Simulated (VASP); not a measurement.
# Cu (P6_3/mmc) in VASP: settings compared, part 2 of 3

VASP 6.6.1.

### Step 3. Single point, PBE0

This run uses another cell than the first one, of 10.98 Å³/atom.

Input file POSCAR:

```
Cu
1.0
    2.4998479218      0.0000000000      0.0000000000
   -1.2499239609      2.1649318059      0.0000000000
    0.0000000000      0.0000000000      4.0569889027
Cu
2
Direct
    0.6666666667      0.3333333333      0.7500000000
    0.3333333333      0.6666666667      0.2500000000
```

Input file INCAR.step1:

```
PREC = Accurate ; ENCUT = 520
EDIFF = 1E-5 ; ISMEAR = -1
SIGMA = 0.05 ; LREAL = F
LASPH = T ; NELM = 60
ALGO = Normal ; ISIF = 2
LWAVE = T ; LCHARG = F
NBANDS = 18 ; GGA = PE
```

Input file INCAR.step2:

```
PREC = Accurate ; ENCUT = 520
EDIFF = 1E-6 ; ISMEAR = -1
SIGMA = 0.05 ; LREAL = F
LASPH = T ; NELM = 60
ALGO = Normal ; ISIF = 2
LWAVE = F ; LCHARG = F
GGA = PE ; LHFCALC = T
AEXX = 0.25 ; PRECFOCK = Normal
NBANDS = 18 ; ISTART = 1
```

Input file KPOINTS:

```
Automatic mesh
0
Gamma
  6 6 4
```

Potentials or basis: VASP PAW PBE potentials, release 64 (Cu).

The run is started by

```bash
> cat potpaw_PBE.64/Cu/POTCAR > POTCAR
> cp INCAR.step1 INCAR
> mpirun -np 1 vasp_std > vasp.out
> cp INCAR.step2 INCAR
> mpirun -np 1 vasp_std > vasp.out
```

OUTCAR:

```text
PREC = Accurate
   ENCUT = 520
   EDIFF = 1E-6
   ISMEAR = -1
   LREAL = F
   LASPH = T
   NELM = 60
   ISIF = 2
   GGA = PE
   LHFCALC = T
   AEXX = 0.25
   PRECFOCK = Normal
   ISTART = 1

 ion  position               nearest neighbor table
   1  0.667  0.333  0.750-   2 2.49   2 2.49   2 2.49   2 2.49   2 2.49   2 2.49
   2  0.333  0.667  0.250-   1 2.49   1 2.49   1 2.49   1 2.49   1 2.49   1 2.49

  LATTYP: Found a hexagonal cell.
 ALAT       =     2.4998479218
 C/A-ratio  =     1.6228942838

  Lattice vectors:

 A1 = (   2.4998479218,   0.0000000000,   0.0000000000)
 A2 = (  -1.2499239609,   2.1649318059,   0.0000000000)
 A3 = (   0.0000000000,   0.0000000000,   4.0569889027)

Analysis of symmetry for initial positions (statically):
=====================================================================
 Subroutine PRICEL returns:
 Original cell was already a primitive cell.

 Routine SETGRP: Setting up the symmetry group for a
 hexagonal supercell.

 Subroutine GETGRP returns: Found 24 space group operations
 (whereof 12 operations were pure point group operations)
 out of a pool of 24 trial point group operations.

The static configuration has the point symmetry D_3d.
 The point group associated with its full space group is D_6h.

Analysis of symmetry for dynamics (positions and initial velocities):
=====================================================================
 Subroutine PRICEL returns:
 Original cell was already a primitive cell.

 Routine SETGRP: Setting up the symmetry group for a
 hexagonal supercell.

 Subroutine GETGRP returns: Found 24 space group operations
 (whereof 12 operations were pure point group operations)
 out of a pool of 24 trial point group operations.

The dynamic configuration has the point symmetry D_3d.
 The point group associated with its full space group is D_6h.

 Subroutine INISYM returns: Found 24 space group operations
 (whereof 12 operations are pure point group operations),
 and found     1 'primitive' translations

----------------------------------------------------------------------------------------

                                     Primitive cell

  volume of cell :      21.9564

  direct lattice vectors                    reciprocal lattice vectors
     2.499847922  0.000000000  0.000000000     0.400024334  0.230954157  0.000000000
    -1.249923961  2.164931806  0.000000000     0.000000000  0.461908314  0.000000000
     0.000000000  0.000000000  4.056988903     0.000000000  0.000000000  0.246488227

  length of vectors
     2.499847922  2.499847922  4.056988903     0.461908314  0.461908314  0.246488227

  position of ions in fractional coordinates (direct lattice)
     0.666666667  0.333333333  0.750000000
     0.333333333  0.666666667  0.250000000

  ion indices of the primitive-cell ions
   primitive index   ion index
                 1           1
                 2           2

[... 22 lines left out ...]
 ===========================================

 Found     21 irreducible k-points:

 Following reciprocal coordinates:
            Coordinates               Weight
  0.000000  0.000000  0.000000      1.000000
  0.166667  0.000000  0.000000      6.000000
  0.333333  0.000000  0.000000      6.000000
  0.500000  0.000000  0.000000      3.000000
  0.166667  0.166667  0.000000      6.000000
  0.333333  0.166667  0.000000     12.000000
[... 13 lines left out ...]
  0.333333  0.166667  0.500000     12.000000
  0.333333  0.333333  0.500000      2.000000
   k-points           NKPTS =     21   k-points in BZ     NKDIM =    144   number of bands    NBANDS=     18
   number of dos      NEDOS =    301   number of ions     NIONS =      2
   total plane-waves  NPLWV =  12000
   dimension x,y,z NGX =    20 NGY =   20 NGZ =   30
   dimension x,y,z NGXF=    40 NGYF=   40 NGZF=   60
   ions per type =               2
   NGX,Y,Z   is equivalent  to a cutoff of  13.30, 13.30, 12.29 a.u.
   NGXF,Y,Z  is equivalent  to a cutoff of  26.60, 26.60, 24.59 a.u.
 SYSTEM =  unknown system
   PREC   = accura    normal or accurate (medium, high low for compatibility)
   ISTART =      1    job   : 0-new  1-cont  2-samecut
   ICHARG =      0    charge: 1-file 2-atom 10-const
   ISPIN  =      1    spin polarized calculation?
   LNONCOLLINEAR =      F non collinear calculations
   LSORBIT =      F    spin-orbit coupling
   LASPH  =      T    aspherical Exc in radial PAW
   ENCUT  =  520.0 eV  38.22 Ry    6.18 a.u.   4.65  4.65  7.54*2*pi/ulx,y,z
   NELM   =     60;   NELMIN=  2; NELMDL=  0     # of ELM steps
   EDIFF  = 0.1E-05   stopping-criterion for ELM
   LREAL  =      F    real-space projection
   EDIFFG = 0.1E-04   stopping-criterion for IOM
   NSW    =      0    number of steps for IOM
   IBRION =     -1    ionic relax: 0-MD 1-quasi-New 2-CG
   NFREE  =      0    steps in history (QN), initial steepest desc. (CG)
   ISIF   =      2    stress and relaxation
   ISYM   =      3    0-nonsym 1-usesym 2-fastsym
   POTIM  = 0.5000    time-step for ionic-motion
   TEBEG  =    0.0;   TEEND  =   0.0 temperature during run
   PSTRESS=    0.0 pullay stress
   NELECT =      22.0000    total number of electrons
   NUPDOWN=      -1.0000    fix difference up-down
   EMIN   =  10.00;   EMAX   =-10.00  energy-range for DOS
   EFERMI =   0.00;   METHOD = LEGACY
   ISMEAR =    -1;   SIGMA  =   0.05  broadening in eV -4-tet -1-fermi 0-gaus
   EFERMI_NEDOS =   21; number of points for ismear=-14 and -15
   IALGO  =     38    algorithm
   IMIX   =      1    mixing-type and parameters
     AMIX     =   0.40;   BMIX     =  1.00
     AMIX_MAG =   1.60;   BMIX_MAG =  1.00
  volume/ion in A,a.u.               =      10.98        74.08
  Fermi-wavevector in a.u.,A,eV,Ry     =   1.638181  3.095713 36.513092  2.683637
  Thomas-Fermi vector in A             =   2.729197
   LORBIT       =      0    0 simple, 1 ext, 2 COOP (PROOUT), +10 PAW based schemes
   GGA     = PE    functional components
   LHFCALC =     T    Hartree Fock is set to
   PRECFOCK=normal    Normal, Fast or Accurate (Low or Medium for compatibility)
   ENCUT4O =  -1.0   cutoff for four orbital integrals eV
   NKREDX  =     1    reduce k-point grid by
   NKREDY  =     1    reduce k-point grid by
   NKREDZ  =     1    reduce k-point grid by
   AEXX    =    0.2500 exact exchange contribution
   HFSCREEN=    0.0000 screening length (either q_TF or 0.3 A-1)
   HFSCREENC=   0.0000 screening length for correlation (either q_TF or 0.3 A-1)
   ENCUTFOCK=  -1.0 apply spherical cutoff to Coloumb kernel
   IVDW    =     0    specifies the selected vdW correction
   LEPSILON=     F    determine dielectric tensor
   LRPA    =     F    only Hartree local field effects (RPA)
 non-spin polarized calculation
  energy-cutoff  :      520.00
  volume of cell :       21.96
 maximum number of plane-waves:       604
 NGX is ok and might be reduce to    20
  NGX = 14; NGY = 14; NGZ = 24

 number of electron      21.9999987 magnetization

 Free energy of the ion-electron system (eV)
  ---------------------------------------------------
  ext. energy  EPLUGINS =         0.00000000
  ---------------------------------------------------
  free energy    TOTEN  =        -7.57493065 eV

  energy without entropy =       -7.57014780  energy(sigma->0) =       -7.57253922

 E-fermi :   7.6883     XC(G=0): -10.2392

 val. band max:        7.5683866362   @ k =   0.3333   0.1667   0.2500
 cond. band min:       8.2845757798   @ k =   0.5000   0.0000   0.2500
 fundamental gap:      0.7161891436
 Fermi energy:         7.6882875868

 k-point     1 :       0.0000    0.0000    0.0000
  band No.  band energies     occupation
      1      -3.1363      2.00000
      2       0.9803      2.00000
      3       3.1903      2.00000
      4       3.2306      2.00000
      5       3.2306      2.00000
      6       3.4779      2.00000
[... 418 lines left out ...]
      5       2.9947      2.00000
      6       2.9947      2.00000
[... 10 lines left out ...]
     17      31.6212      0.00000
     18      31.6212      0.00000

------------------------ aborting loop because EDIFF is reached ----------------------------------------

  FORCE on cell =-STRESS in cart. coord.  units (eV):
  Direction    XX          YY          ZZ          XY          YZ          ZX
  --------------------------------------------------------------------------------------
  -------------------------------------------------------------------------------------
  Total        2.2831538      2.2831538      1.8693155      0.0000000     -0.0000000      0.0000000
  in kB      166.6035001    166.6035001    136.4053999      0.0000000     -0.0000000      0.0000000
  external PRESSURE =     156.5374667 kB  Pullay stress =       0.0000000 kB

 VOLUME and BASIS-vectors are now :
 -----------------------------------------------------------------------------
  energy-cutoff  :      520.00
  volume of cell :       21.96
      direct lattice vectors                 reciprocal lattice vectors
     2.499847922  0.000000000  0.000000000     0.400024334  0.230954157  0.000000000
    -1.249923961  2.164931806  0.000000000     0.000000000  0.461908314  0.000000000
     0.000000000  0.000000000  4.056988903     0.000000000  0.000000000  0.246488227

 POSITION                                       TOTAL-FORCE (eV/Angst)
 -----------------------------------------------------------------------------------
      1.24992      0.72164      3.04274         0.000000     -0.000000      0.000000
     -0.00000      1.44329      1.01425        -0.000000      0.000000     -0.000000
 -----------------------------------------------------------------------------------
    total drift:                               -0.000001     -0.000000     -0.000000

  FREE ENERGIE OF THE ION-ELECTRON SYSTEM (eV)
  ---------------------------------------------------
  free  energy   TOTEN  =        -7.5749306466 eV

  energy  without entropy=       -7.5701477980  energy(sigma->0) =       -7.57253922
```

It took 14 min on 1 thread of Intel Xeon 6975P-C (Granite Rapids), shared host; peak memory 0.14 GiB.

Results:

```yaml
Free_energy: -7.5749 eV
Pressure: 15.7 GPa
Band_gap_on_the_k_mesh: zero (bands 11 and 12 overlap by 9.02 eV)
```

Stress tensor (GPa, compression positive):
```
16.66  0.00  0.00
 0.00 16.66  0.00
 0.00  0.00 13.64
```

Levels at points of the mesh, in eV from the Fermi level:
| k point | band 7 | band 8 | band 9 | band 10 | band 11 | band 12 | band 13 | band 14 | band 15 | band 16 |
| --- | --- | --- | --- | --- | --- | --- | --- | --- | --- | --- |
| (0.00, 0.00, 0.00) | -4.21 | -3.91 | -3.91 | -2.89 | -2.89 | -0.93 | 5.97 | 24.02 | 25.43 | 25.43 |
| (0.50, 0.00, 0.00) | -4.08 | -2.80 | -2.75 | -2.66 | 0.66 | 2.91 | 10.12 | 10.75 | 13.23 | 14.17 |
| (0.00, 0.00, 0.50) | -4.52 | -4.52 | -3.22 | -3.22 | -3.22 | -3.22 | 15.54 | 15.54 | 24.78 | 24.78 |
| (0.50, 0.00, 0.50) | -2.98 | -2.98 | -2.69 | -2.69 | 1.52 | 1.52 | 7.05 | 7.05 | 19.23 | 19.23 |

Caveat: the k points lie up to 0.48 Å⁻¹ apart, too coarse for converged energies and pressures of a metal; the PAW data sets were made with another functional, which shifts forces and pressure a little.

### Step 4. Single point, r2SCAN0

This run uses another cell than the first one, of 10.98 Å³/atom.

POSCAR is that of step 3.

Input file INCAR.step1:

```
PREC = Accurate
ENCUT = 520
EDIFF = 1E-5
ISMEAR = -1
SIGMA = 0.05
LREAL = F
LASPH = T
NELM = 100
ALGO = Normal
ISIF = 2
LWAVE = T
NBANDS = 18
GGA = PE
```

Input file INCAR.step2:

```
PREC = Accurate
ENCUT = 520
EDIFF = 1E-6
ISMEAR = -1
SIGMA = 0.05
LREAL = F
LASPH = T
NELM = 100
ALGO = Normal
ISIF = 2
LWAVE = F
LCHARG = T
METAGGA = R2SCAN
LHFCALC = T
AEXX = 0.25
LMIXTAU = T
PRECFOCK = Normal
LELF = T
LVHAR = T
NBANDS = 18
ISTART = 1
```

KPOINTS is that of step 3.

Potentials or basis: VASP PAW PBE potentials, release 64 (Cu).

The run is started by

```bash
> cat potpaw_PBE.64/Cu/POTCAR > POTCAR
> cp INCAR.step1 INCAR
> mpirun -np 1 vasp_std > vasp.out
> cp INCAR.step2 INCAR
> mpirun -np 1 vasp_std > vasp.out
```

OUTCAR:

```text
PREC = Accurate
   ENCUT = 520
   EDIFF = 1E-6
   ISMEAR = -1
   LREAL = F
   LASPH = T
   NELM = 100
   ISIF = 2
   METAGGA = R2SCAN
   LHFCALC = T
   AEXX = 0.25
   PRECFOCK = Normal
   ISTART = 1

 ion  position               nearest neighbor table
   1  0.667  0.333  0.750-   2 2.49   2 2.49   2 2.49   2 2.49   2 2.49   2 2.49
   2  0.333  0.667  0.250-   1 2.49   1 2.49   1 2.49   1 2.49   1 2.49   1 2.49

  LATTYP: Found a hexagonal cell.
 ALAT       =     2.4998479218
 C/A-ratio  =     1.6228942838

[... 634 lines left out ...]
------------------------ aborting loop because EDIFF is reached ----------------------------------------

  FORCE on cell =-STRESS in cart. coord.  units (eV):
  Direction    XX          YY          ZZ          XY          YZ          ZX
  --------------------------------------------------------------------------------------
  -------------------------------------------------------------------------------------
  Total        1.7540006      1.7540006      1.3065933      0.0000000      0.0000000      0.0000000
  in kB      127.9907794    127.9907794     95.3431265      0.0000000      0.0000000      0.0000000
  external PRESSURE =     117.1082285 kB  Pullay stress =       0.0000000 kB

 VOLUME and BASIS-vectors are now :
 -----------------------------------------------------------------------------
  energy-cutoff  :      520.00
  volume of cell :       21.96
      direct lattice vectors                 reciprocal lattice vectors
     2.499847922  0.000000000  0.000000000     0.400024334  0.230954157  0.000000000
    -1.249923961  2.164931806  0.000000000     0.000000000  0.461908314  0.000000000
     0.000000000  0.000000000  4.056988903     0.000000000  0.000000000  0.246488227

 POSITION                                       TOTAL-FORCE (eV/Angst)
 -----------------------------------------------------------------------------------
      1.24992      0.72164      3.04274        -0.000000     -0.000000      0.000000
     -0.00000      1.44329      1.01425         0.000000      0.000000      0.000000
 -----------------------------------------------------------------------------------
    total drift:                                0.000000     -0.000000     -0.000000

  FREE ENERGIE OF THE ION-ELECTRON SYSTEM (eV)
  ---------------------------------------------------
  free  energy   TOTEN  =       -18.6056924804 eV

  energy  without entropy=      -18.6009101123  energy(sigma->0) =      -18.60330130
```

OSZICAR.step1:

```text
N       E                     dE             d eps       ncg     rms          rms(c)
DAV:   1     0.120216240975E+03    0.12022E+03   -0.10772E+04   820   0.225E+03
DAV:   2    -0.287207775364E+01   -0.12309E+03   -0.11613E+03   756   0.285E+02
DAV:   3    -0.911624000057E+01   -0.62442E+01   -0.60051E+01   874   0.869E+01
DAV:   4    -0.916943590257E+01   -0.53196E-01   -0.53173E-01   888   0.834E+00
DAV:   5    -0.917022415301E+01   -0.78825E-03   -0.78822E-03   990   0.906E-01    0.111E+01
DAV:   6    -0.796219086201E+01    0.12080E+01   -0.10488E+01   808   0.955E+01    0.515E+00
DAV:   7    -0.732111522695E+01    0.64108E+00   -0.20032E+00   832   0.385E+01    0.918E-01
DAV:   8    -0.729462066288E+01    0.26495E-01   -0.15205E-02   994   0.124E+00    0.413E-01
DAV:   9    -0.729144514172E+01    0.31755E-02   -0.40867E-03   944   0.189E+00    0.232E-02
DAV:  10    -0.729147913300E+01   -0.33991E-04   -0.17126E-04   822   0.130E-01    0.105E-02
DAV:  11    -0.729147976280E+01   -0.62980E-06   -0.31536E-06   514   0.339E-02
   1 F= -.72914798E+01 E0= -.72850782E+01  d E =-.128031E-01
```

Wall time 18 min (1 thread of Intel Xeon 6975P-C (Granite Rapids), shared host); peak memory 0.15 GiB.

Results:

| Item | Value |
| --- | --- |
| Free energy | -18.6057 eV |
| Pressure | 11.7 GPa |
| Band gap on the k mesh | zero (bands 11 and 12 overlap by 9.25 eV) |

Stress tensor (GPa, compression positive):
```
12.80  0.00  0.00
 0.00 12.80  0.00
 0.00  0.00  9.53
```

Levels at points of the mesh, in eV from the Fermi level:
| k point | band 9 | band 10 | band 11 | band 12 | band 13 | band 14 |
| --- | --- | --- | --- | --- | --- | --- |
| (0.00, 0.00, 0.00) | -4.01 | -2.98 | -2.98 | -0.94 | 6.15 | 24.57 |
| (0.50, 0.00, 0.00) | -2.84 | -2.75 | 0.65 | 2.99 | 10.40 | 11.11 |
| (0.00, 0.00, 0.50) | -3.31 | -3.31 | -3.31 | -3.31 | 15.94 | 15.94 |
| (0.50, 0.00, 0.50) | -2.78 | -2.78 | 1.58 | 1.58 | 7.24 | 7.24 |

Caveat: the k points lie up to 0.48 Å⁻¹ apart, too coarse for converged energies and pressures of a metal; the PAW data sets were made with another functional, which shifts forces and pressure a little.

[end of part 2 of 3]

The gap in the log of VASP goes by the Fermi energy; the results here count the filled bands.